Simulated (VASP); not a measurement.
# SiC (I-4m2) in VASP: a series of runs, part 2 of 2

VASP 6.6.1. Earlier steps stand in the parts before.

## (3) Single point, r2SCAN (strain +0.000 along x and y, -0.080 along z)

Input file POSCAR:

```
SiC
1.0
    0.0000000000      2.1740000000      2.0000800000
    2.1740000000      0.0000000000      2.0000800000
    2.1740000000      2.1740000000      0.0000000000
Si C
1 1
Direct
    0.0000000000      0.0000000000      0.0000000000
    0.7500000000      0.7500000000      0.7500000000
```

Input file INCAR.step1:

```
SYSTEM = SiC
  PREC = Accurate
  ENCUT = 520
  ISMEAR = 0
  SIGMA = 0.05
  LREAL = .False.
  LASPH = .True.
  NELM = 100
  NBANDS = 11
  GGA = PE
  ALGO = Normal
  EDIFF = 1E-4
  LWAVE = .True.
  LCHARG = .False.
```

Input file INCAR.step2:

```
SYSTEM = SiC
  PREC = Accurate
  ENCUT = 520
  EDIFF = 1E-7
  ISMEAR = 0
  SIGMA = 0.05
  LREAL = .False.
  LASPH = .True.
  NELM = 100
  ALGO = Normal
  ISIF = 2
  LWAVE = .False.
  LCHARG = .False.
  METAGGA = R2SCAN
  LMIXTAU = .True.
  NBANDS = 11
  ISTART = 1
```

Input file KPOINTS:

```
regular mesh
0
Gamma
  12 12 12
  0 0 0
```

Potentials or basis: VASP PAW PBE potentials, release 64 (Si, C).

Launch:

```bash
> cat potpaw_PBE.64/Si/POTCAR potpaw_PBE.64/C/POTCAR > POTCAR
> cp INCAR.step1 INCAR
> mpirun -np 1 vasp_std > vasp.out
> cp INCAR.step2 INCAR
> mpirun -np 1 vasp_std > vasp.out
```

OUTCAR:

```text
SYSTEM = SiC
   PREC = Accurate
   ENCUT = 520
   EDIFF = 1E-7
   ISMEAR = 0
   LREAL = .False.
   LASPH = .True.
   NELM = 100
   ISIF = 2
   METAGGA = R2SCAN
   ISTART = 1

 ion  position               nearest neighbor table
   1  0.000  0.000  0.000-   2 1.83   2 1.83   2 1.83   2 1.83
   2  0.750  0.750  0.750-   1 1.83   1 1.83   1 1.83   1 1.83

  LATTYP: Found a body centered tetragonal cell.
 ALAT       =     3.0745002846
 C/A-ratio  =     1.3010764774

  Lattice vectors:

 A1 = (   0.0000000000,  -2.1740000000,  -2.0000800000)
 A2 = (   0.0000000000,   2.1740000000,  -2.0000800000)
 A3 = (   2.1740000000,   0.0000000000,   2.0000800000)

Analysis of symmetry for initial positions (statically):
=====================================================================
 Subroutine PRICEL returns:
 Original cell was already a primitive cell.

 Routine SETGRP: Setting up the symmetry group for a
 body centered tetragonal supercell.

 Subroutine GETGRP returns: Found  8 space group operations
 (whereof  8 operations were pure point group operations)
 out of a pool of 16 trial point group operations.

The static configuration has the point symmetry D_2d.

Analysis of symmetry for dynamics (positions and initial velocities):
=====================================================================
 Subroutine PRICEL returns:
 Original cell was already a primitive cell.

 Routine SETGRP: Setting up the symmetry group for a
 body centered tetragonal supercell.

 Subroutine GETGRP returns: Found  8 space group operations
 (whereof  8 operations were pure point group operations)
 out of a pool of 16 trial point group operations.

The dynamic configuration has the point symmetry D_2d.

 Subroutine INISYM returns: Found  8 space group operations
 (whereof  8 operations are pure point group operations),
 and found     1 'primitive' translations

----------------------------------------------------------------------------------------

                                     Primitive cell
[... 114 lines left out ...]
  Thomas-Fermi vector in A             =   2.363961
   LORBIT       =      0    0 simple, 1 ext, 2 COOP (PROOUT), +10 PAW based schemes
   METAGGA = R2SCAN    functional components
   LHFCALC =     F    Hartree Fock is set to
   AEXX    =    0.0000 exact exchange contribution
   IVDW    =     0    specifies the selected vdW correction
   LEPSILON=     F    determine dielectric tensor
   LRPA    =     F    only Hartree local field effects (RPA)
 non-spin polarized calculation
 Gauss-broadening in eV      SIGMA  =   0.05
  energy-cutoff  :      520.00
  volume of cell :       18.91
 maximum number of plane-waves:       524
 NGX is ok and might be reduce to    24
   NGX = 11   NGY = 11   NGZ = 11

 number of electron       7.9999999 magnetization

 Free energy of the ion-electron system (eV)
  ---------------------------------------------------
  ext. energy  EPLUGINS =         0.00000000
  ---------------------------------------------------
  free energy    TOTEN  =       -19.13797090 eV

  energy without entropy =      -19.13797090  energy(sigma->0) =      -19.13797090

 E-fermi :   9.6771     XC(G=0): -12.3507

 val. band max:        9.4051059044   @ k =   0.0000   0.0000   0.0000
 cond. band min:      10.1971441854   @ k =   0.5000   0.5000   0.0000
 fundamental gap:      0.7920382810
 Fermi energy:         9.6770899266

 k-point     1 :       0.0000    0.0000    0.0000
  band No.  band energies     occupation
      1      -7.8825      2.00000
      2       8.8806      2.00000
      3       8.8806      2.00000
      4       9.4051      2.00000
      5      16.9940      0.00000
      6      17.4606      0.00000
      7      17.7004      0.00000
      8      17.7004      0.00000
      9      23.4275      0.00000
     10      25.7540      0.00000
     11      27.0539      0.00000
[... 309 lines left out ...]
 k-point    24 :      -0.4167    0.1667    0.0000
  band No.  band energies     occupation
      1      -3.5814      2.00000
      2       0.4474      2.00000
      3       6.3672      2.00000
      4       6.8044      2.00000
      5      14.4224      0.00000
      6      18.1593      0.00000
      7      18.3595      0.00000
      8      22.3633      0.00000
      9      25.0133      0.00000
     10      26.5413      0.00000
     11      30.4133      0.00000

 [... further k-points ...]
[... 5 lines left out ...]
  --------------------------------------------------------------------------------------
  -------------------------------------------------------------------------------------
  Total        1.9545437      1.9545437      4.2412697      0.0000000      0.0000000      0.0000000
  in kB      165.6378312    165.6378312    359.4264454      0.0000000      0.0000000      0.0000000
  external PRESSURE =     230.2340359 kB  Pullay stress =       0.0000000 kB

 VOLUME and BASIS-vectors are now :
 -----------------------------------------------------------------------------
  energy-cutoff  :      520.00
  volume of cell :       18.91
      direct lattice vectors                 reciprocal lattice vectors
     0.000000000  2.174000000  2.000080000    -0.229990800  0.229990800  0.249990000
     2.174000000  0.000000000  2.000080000     0.229990800 -0.229990800  0.249990000
     2.174000000  2.174000000  0.000000000     0.229990800  0.229990800 -0.249990000

 POSITION                                       TOTAL-FORCE (eV/Angst)
 -----------------------------------------------------------------------------------
      0.00000      0.00000      0.00000         0.000000      0.000000     -0.000000
      3.26100      3.26100      3.00012        -0.000000     -0.000000      0.000000
 -----------------------------------------------------------------------------------
    total drift:                               -0.000001     -0.000001      0.000002

  FREE ENERGIE OF THE ION-ELECTRON SYSTEM (eV)
  ---------------------------------------------------
  free  energy   TOTEN  =       -19.1379709038 eV

  energy  without entropy=      -19.1379709038  energy(sigma->0) =      -19.13797090
```

OSZICAR.step1:

```text
N       E                     dE             d eps       ncg     rms          rms(c)
DAV:   1     0.324947670711E+01    0.32495E+01   -0.41013E+03  3770   0.621E+02
DAV:   2    -0.163909838840E+02   -0.19640E+02   -0.18595E+02  4360   0.112E+02
DAV:   3    -0.169463115220E+02   -0.55533E+00   -0.55431E+00  4428   0.154E+01
DAV:   4    -0.169481769085E+02   -0.18654E-02   -0.18653E-02  4146   0.112E+00
DAV:   5    -0.169481842987E+02   -0.73901E-05   -0.73901E-05  4449   0.659E-02    0.978E+00
DAV:   6    -0.149236112194E+02    0.20246E+01   -0.66104E+00  4000   0.120E+01    0.440E+00
DAV:   7    -0.148436241559E+02    0.79987E-01   -0.50383E-01  4346   0.401E+00    0.195E+00
DAV:   8    -0.148351950153E+02    0.84291E-02   -0.21180E-02  4039   0.979E-01    0.168E-01
DAV:   9    -0.148352862784E+02   -0.91263E-04   -0.14276E-03  4503   0.224E-01    0.116E-01
DAV:  10    -0.148353766527E+02   -0.90374E-04   -0.18135E-04  3938   0.857E-02
   1 F= -.14835377E+02 E0= -.14835377E+02  d E =-.110288E-10
```

Run time: 4.2 min. Hardware: 1 thread of AMD EPYC 7R43 (Zen 3), shared host; peak memory 0.11 GiB.

What came out:

| Item | Value |
| --- | --- |
| Free energy | -19.1380 eV |
| Pressure | 23.0 GPa |
| Band gap on the k mesh | 0.79 eV, indirect (least direct gap 5.08 eV) |

Stress tensor (GPa, compression positive):
```
16.56  0.00  0.00
 0.00 16.56  0.00
 0.00  0.00 35.94
```

Caveat: the cell differs from its parent crystal (strain +0.000 along x and y, -0.080 along z); the PAW data sets were made with another functional, which shifts forces and pressure a little. A k mesh can miss the band edges.
